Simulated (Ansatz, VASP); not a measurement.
One calculation of W, two programs

```
CELL_PARAMETERS angstrom
0.00000 2.00304 2.00304
2.00304 0.00000 2.00304
2.00304 2.00304 0.00000
ATOMIC_POSITIONS crystal
W 0.00000 0.00000 0.00000
```

Alike in both runs: functional PBE; dispersion D3(BJ); k mesh 11 × 11 × 11; occupations gaussian, width 0.1 eV; no spin polarisation.

Ansatz relaxed the structure, and its values are those at the end. VASP's run is a single point on that final structure, the one shown.

|  | VASP | Ansatz |
| --- | --- | --- |
| version | VASP 6.6.1 | Ansatz 0.2.0 |
| potentials or method | VASP PAW PBE potentials, release 64 (W_sv), cutoff 500 eV | plane waves, PAW |
| valence electrons in the cell | 14 | 14 |

```csv
,VASP,Ansatz,Ansatz less VASP
pressure (GPa),0.5,0.0,-0.52
```

Neither program's run includes spin-orbit coupling.
